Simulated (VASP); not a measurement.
# Cu12O in VASP: single point with PBE

Aim: the single point of Cu12O with PBE.

Program: VASP 6.6.1. These are calculated values, not measurements. Logs are shortened: lines on timing, memory, paths and dates and some standing lists are left out, and cuts for length are marked.

## Step 1: The cell of the first run

The cell holds a slab with vacuum, 13 atoms: a = 5.132 Å, b = 5.132 Å, c = 19.028 Å, α = 90.00°, β = 90.00°, γ = 90.00°.

## Step 2: Single point, PBE

INCAR

```
ALGO = Normal
DIPOL = 0.5 0.5 0.317
EDIFF = 1E-6
ENCUT = 520
GGA = PE
IDIPOL = 3
ISIF = 2
ISMEAR = 0
LASPH = True
LCHARG = False
LDIPOL = True
LREAL = False
LWAVE = False
NBANDS = 81
NELM = 60
PREC = Accurate
SIGMA = 0.1
```

KPOINTS

```
k-points
0
Gamma
  5 5 1
```

POSCAR

```
Cu12O
1.0
    5.1319544654      0.0000000000      0.0000000000
    0.0000000000      5.1319544654      0.0000000000
    0.0000000000      0.0000000000     19.0279314150
Cu O
12 1
Direct
    0.2500000000      0.2500000000      0.2102172807
    0.2500000000      0.7500000000      0.2102172807
    0.7500000000      0.2500000000      0.2102172807
    0.7500000000      0.7500000000      0.2102172807
    0.0000000000      0.0000000000      0.3029241254
    0.0000000000      0.5000000000      0.3029241254
    0.5000000000      0.0000000000      0.3029241254
    0.5000000000      0.5000000000      0.3029241254
    0.2500000000      0.2500000000      0.3956253179
    0.2500000000      0.7500000000      0.3956253179
    0.7500000000      0.2500000000      0.3956253179
    0.7500000000      0.7500000000      0.3956253179
    0.3333333333      0.3333333333      0.4797837115
```

Potentials or basis: VASP PAW PBE potentials, release 64 (Cu, O).

Command:

```
> cat potpaw_PBE.64/Cu/POTCAR potpaw_PBE.64/O/POTCAR > POTCAR
> mpirun -np 1 vasp_std > vasp.out
```

OUTCAR:

```text
EDIFF = 1E-6
   ENCUT = 520
   GGA = PE
   ISIF = 2
   ISMEAR = 0
   LASPH = True
   LREAL = False
   NELM = 60
   PREC = Accurate

 ion  position               nearest neighbor table
   1  0.250  0.250  0.210-   5 2.53   6 2.53   7 2.53   8 2.53   2 2.57   3 2.57   2 2.57   3 2.57

   2  0.250  0.750  0.210-   5 2.53   6 2.53   7 2.53   8 2.53   1 2.57   4 2.57   1 2.57   4 2.57

   3  0.750  0.250  0.210-   5 2.53   6 2.53   7 2.53   8 2.53   1 2.57   4 2.57   4 2.57   1 2.57
[... 15 lines left out ...]
  11  0.750  0.250  0.396-   5 2.53   6 2.53   7 2.53   8 2.53   9 2.57  12 2.57  12 2.57   9 2.57

  12  0.750  0.750  0.396-   5 2.53   6 2.53   7 2.53   8 2.53  10 2.57  11 2.57  11 2.57  10 2.57

  13  0.333  0.333  0.480-   9 1.71

  LATTYP: Found a simple tetragonal cell.
 ALAT       =     5.1319544654
 C/A-ratio  =     3.7077358233

  Lattice vectors:

 A1 = (   5.1319544654,   0.0000000000,   0.0000000000)
 A2 = (   0.0000000000,   5.1319544654,   0.0000000000)
 A3 = (   0.0000000000,   0.0000000000,  19.0279314150)

Analysis of symmetry for initial positions (statically):
=====================================================================
 Subroutine PRICEL returns:
 Original cell was already a primitive cell.

 Routine SETGRP: Setting up the symmetry group for a
 simple tetragonal supercell.

 Subroutine GETGRP returns: Found  2 space group operations
 (whereof  2 operations were pure point group operations)
 out of a pool of 16 trial point group operations.

The static configuration has the point symmetry C_1h.

Analysis of symmetry for dynamics (positions and initial velocities):
=====================================================================
 Subroutine PRICEL returns:
 Original cell was already a primitive cell.

 Routine SETGRP: Setting up the symmetry group for a
 simple tetragonal supercell.

 Subroutine GETGRP returns: Found  2 space group operations
 (whereof  2 operations were pure point group operations)
 out of a pool of 16 trial point group operations.

The dynamic configuration has the point symmetry C_1h.

 Subroutine INISYM returns: Found  2 space group operations
 (whereof  2 operations are pure point group operations),
 and found     1 'primitive' translations

----------------------------------------------------------------------------------------

                                     Primitive cell

  volume of cell :     501.1378

  direct lattice vectors                    reciprocal lattice vectors
     5.131954465  0.000000000  0.000000000     0.194857536  0.000000000  0.000000000
     0.000000000  5.131954465  0.000000000     0.000000000  0.194857536  0.000000000
     0.000000000  0.000000000 19.027931415     0.000000000  0.000000000  0.052554320

  length of vectors
     5.131954465  5.131954465 19.027931415     0.194857536  0.194857536  0.052554320

  position of ions in fractional coordinates (direct lattice)
     0.250000000  0.250000000  0.210217281
     0.250000000  0.750000000  0.210217281
     0.750000000  0.250000000  0.210217281
     0.750000000  0.750000000  0.210217281
     0.000000000  0.000000000  0.302924125
     0.000000000  0.500000000  0.302924125
     0.500000000  0.000000000  0.302924125
     0.500000000  0.500000000  0.302924125
     0.250000000  0.250000000  0.395625318
     0.250000000  0.750000000  0.395625318
     0.750000000  0.250000000  0.395625318
     0.750000000  0.750000000  0.395625318
     0.333333333  0.333333333  0.479783711

  ion indices of the primitive-cell ions
   primitive index   ion index
                 1           1
                 2           2
                 3           3
                 4           4
                 5           5
                 6           6
                 7           7
                 8           8
                 9           9
                10          10
                11          11
                12          12
                13          13

----------------------------------------------------------------------------------------

 KPOINTS: k-points

Automatic generation of k-mesh.
 Grid dimensions read from file:
 generate k-points for:    5    5    1

 Generating k-lattice:

  Cartesian coordinates                     Fractional coordinates (reciprocal lattice)
     0.038971507  0.000000000  0.000000000     0.200000000  0.000000000  0.000000000
     0.000000000  0.038971507  0.000000000     0.000000000  0.200000000  0.000000000
     0.000000000  0.000000000  0.052554320     0.000000000  0.000000000  1.000000000

  Length of vectors
     0.038971507  0.038971507  0.052554320

  Shift w.r.t. Gamma in fractional coordinates (k-lattice)
     0.000000000  0.000000000  0.000000000

 Subroutine IBZKPT returns following result:
 ===========================================

 Found      9 irreducible k-points:

 Following reciprocal coordinates:
            Coordinates               Weight
  0.000000  0.000000  0.000000      1.000000
  0.200000  0.000000  0.000000      4.000000
  0.400000  0.000000  0.000000      4.000000
  0.200000  0.200000  0.000000      2.000000
 -0.200000  0.200000  0.000000      2.000000
  0.400000  0.200000  0.000000      4.000000
 -0.200000  0.400000  0.000000      4.000000
  0.400000  0.400000  0.000000      2.000000
 -0.400000  0.400000  0.000000      2.000000
   k-points           NKPTS =      9   k-points in BZ     NKDIM =      9   number of bands    NBANDS=     81
   number of dos      NEDOS =    301   number of ions     NIONS =     13
   total plane-waves  NPLWV = 230400
   dimension x,y,z NGX =    40 NGY =   40 NGZ =  144
   dimension x,y,z NGXF=    80 NGYF=   80 NGZF=  288
   ions per type =              12   1
   NGX,Y,Z   is equivalent  to a cutoff of  12.96, 12.96, 12.58 a.u.
   NGXF,Y,Z  is equivalent  to a cutoff of  25.92, 25.92, 25.16 a.u.
 SYSTEM =  unknown system
   PREC   = accura    normal or accurate (medium, high low for compatibility)
   ISTART =      0    job   : 0-new  1-cont  2-samecut
   ICHARG =      2    charge: 1-file 2-atom 10-const
   ISPIN  =      1    spin polarized calculation?
   LNONCOLLINEAR =      F non collinear calculations
   LSORBIT =      F    spin-orbit coupling
   LASPH  =      T    aspherical Exc in radial PAW
   ENCUT  =  520.0 eV  38.22 Ry    6.18 a.u.   9.54  9.54 35.38*2*pi/ulx,y,z
   NELM   =     60;   NELMIN=  2; NELMDL= -5     # of ELM steps
   EDIFF  = 0.1E-05   stopping-criterion for ELM
   LREAL  =      F    real-space projection
   EDIFFG = 0.1E-04   stopping-criterion for IOM
   NSW    =      0    number of steps for IOM
   IBRION =     -1    ionic relax: 0-MD 1-quasi-New 2-CG
   NFREE  =      0    steps in history (QN), initial steepest desc. (CG)
   ISIF   =      2    stress and relaxation
   ISYM   =      2    0-nonsym 1-usesym 2-fastsym
   POTIM  = 0.5000    time-step for ionic-motion
   TEBEG  =    0.0;   TEEND  =   0.0 temperature during run
   PSTRESS=    0.0 pullay stress
   NELECT =     138.0000    total number of electrons
   NUPDOWN=      -1.0000    fix difference up-down
   EMIN   =  10.00;   EMAX   =-10.00  energy-range for DOS
   EFERMI =   0.00;   METHOD = LEGACY
   ISMEAR =     0;   SIGMA  =   0.10  broadening in eV -4-tet -1-fermi 0-gaus
   EFERMI_NEDOS =   21; number of points for ismear=-14 and -15
   IALGO  =     38    algorithm
   IMIX   =      4    mixing-type and parameters
     AMIX     =   0.40;   BMIX     =  1.00
     AMIX_MAG =   1.60;   BMIX_MAG =  1.00
  volume/ion in A,a.u.               =      38.55       260.14
  Fermi-wavevector in a.u.,A,eV,Ry     =   1.065080  2.012709 15.434380  1.134395
  Thomas-Fermi vector in A             =   2.200620
   LORBIT       =      0    0 simple, 1 ext, 2 COOP (PROOUT), +10 PAW based schemes
   GGA     = PE    functional components
   LHFCALC =     F    Hartree Fock is set to
   AEXX    =    0.0000 exact exchange contribution
   IVDW    =     0    specifies the selected vdW correction
   LEPSILON=     F    determine dielectric tensor
   LRPA    =     F    only Hartree local field effects (RPA)
 non-spin polarized calculation
 Gauss-broadening in eV      SIGMA  =   0.10
  energy-cutoff  :      520.00
  volume of cell :      501.14
 maximum number of plane-waves:     13595
 NGX is ok and might be reduce to    40
   NGX = 19   NGY = 19   NGZ = 71

 dipolmoment           0.000000      0.000000     -0.325638 electrons x Angstroem

 number of electron     137.9999782 magnetization

 dipolmoment           0.000000      0.000000      0.295391 electrons x Angstroem

 Free energy of the ion-electron system (eV)
  ---------------------------------------------------
  ext. energy  EPLUGINS =         0.00000000
  ---------------------------------------------------
  free energy    TOTEN  =       -44.89514513 eV

  energy without entropy =      -44.84287684  energy(sigma->0) =      -44.86901098

 E-fermi :  -1.6223     XC(G=0):  -4.7578

 val. band max:       -1.6266497259   @ k =  -0.2000   0.2000   0.0000
 cond. band min:      -1.6072493213   @ k =   0.0000   0.0000   0.0000
 fundamental gap:      0.0194004046
 Fermi energy:        -1.6223258585

 k-point     1 :       0.0000    0.0000    0.0000
  band No.  band energies     occupation
      1     -18.3432      2.00000
      2      -9.9808      2.00000
      3      -7.3934      2.00000
      4      -6.5215      2.00000
      5      -6.5146      2.00000
      6      -6.3540      2.00000
[... 745 lines left out ...]
     80       4.2397      0.00000
     81       4.2818      0.00000

------------------------ aborting loop because EDIFF is reached ----------------------------------------

 vacuum level on the upper side and lower side of the slab       (xc-potential included)         0.840        -1.141

  FORCE on cell =-STRESS in cart. coord.  units (eV):
  Direction    XX          YY          ZZ          XY          YZ          ZX
  --------------------------------------------------------------------------------------
  -------------------------------------------------------------------------------------
  Total       -3.7349847     -3.7349847      1.4954741      0.3903897      1.0794565      1.0794565
  in kB      -11.9410424    -11.9410424      4.7811493      1.2481067      3.4511081      3.4511079
  external PRESSURE =      -6.3669785 kB  Pullay stress =       0.0000000 kB

 VOLUME and BASIS-vectors are now :
 -----------------------------------------------------------------------------
  energy-cutoff  :      520.00
  volume of cell :      501.14
      direct lattice vectors                 reciprocal lattice vectors
     5.131954465  0.000000000  0.000000000     0.194857536  0.000000000  0.000000000
     0.000000000  5.131954465  0.000000000     0.000000000  0.194857536  0.000000000
     0.000000000  0.000000000 19.027931415     0.000000000  0.000000000  0.052554320

 POSITION                                       TOTAL-FORCE (eV/Angst)
 -----------------------------------------------------------------------------------
      1.28299      1.28299      4.00000         0.015841      0.015841     -0.004699
      1.28299      3.84897      4.00000        -0.003691     -0.016970     -0.041820
      3.84897      1.28299      4.00000        -0.016970     -0.003691     -0.041820
      3.84897      3.84897      4.00000         0.003150      0.003150     -0.039499
      0.00000      0.00000      5.76402         0.035566      0.035566     -0.028976
      0.00000      2.56598      5.76402        -0.046491     -0.032787     -0.115479
      2.56598      0.00000      5.76402        -0.032787     -0.046491     -0.115479
      2.56598      2.56598      5.76402         0.046339      0.046339     -0.200046
      1.28299      1.28299      7.52793        -0.494469     -0.494469     -0.402798
      1.28299      3.84897      7.52793         0.036504     -0.232621      0.429273
      3.84897      1.28299      7.52793        -0.232621      0.036504      0.429273
      3.84897      3.84897      7.52793         0.015362      0.015362     -0.065699
      1.71065      1.71065      9.12929         0.674270      0.674270      0.197768
 -----------------------------------------------------------------------------------
    total drift:                                0.000325      0.000325      0.000417

  FREE ENERGIE OF THE ION-ELECTRON SYSTEM (eV)
  ---------------------------------------------------
  free  energy   TOTEN  =       -44.8951451254 eV

  energy  without entropy=      -44.8428768373  energy(sigma->0) =      -44.86901098

 vacuum level on the upper side and lower side of the slab         4.815         2.786
```

It took 16 min on 1 thread of Intel Xeon Platinum 8488C (Sapphire Rapids), shared host; peak memory 0.64 GiB.

Results:

| Quantity | Value |
| --- | --- |
| Free energy | -44.8951 eV |
| Largest force | 0.974 eV/Å |
| Band gap on the k mesh | zero (band 69 reaches -1.08 eV, above the bottom of band 70 at -1.68 eV) |

Forces in eV/Å, atoms in the order of the input:
```
Cu   0.016  0.016 -0.005
Cu  -0.004 -0.017 -0.042
Cu  -0.017 -0.004 -0.042
Cu   0.003  0.003 -0.039
Cu   0.036  0.036 -0.029
Cu  -0.046 -0.033 -0.115
Cu  -0.033 -0.046 -0.115
Cu   0.046  0.046 -0.200
Cu  -0.494 -0.494 -0.403
Cu   0.037 -0.233  0.429
Cu  -0.233  0.037  0.429
Cu   0.015  0.015 -0.066
O    0.674  0.674  0.198
```

With open d or f shells a metallic result of PBE can be an artefact of self-interaction; +U or a hybrid may open a gap.
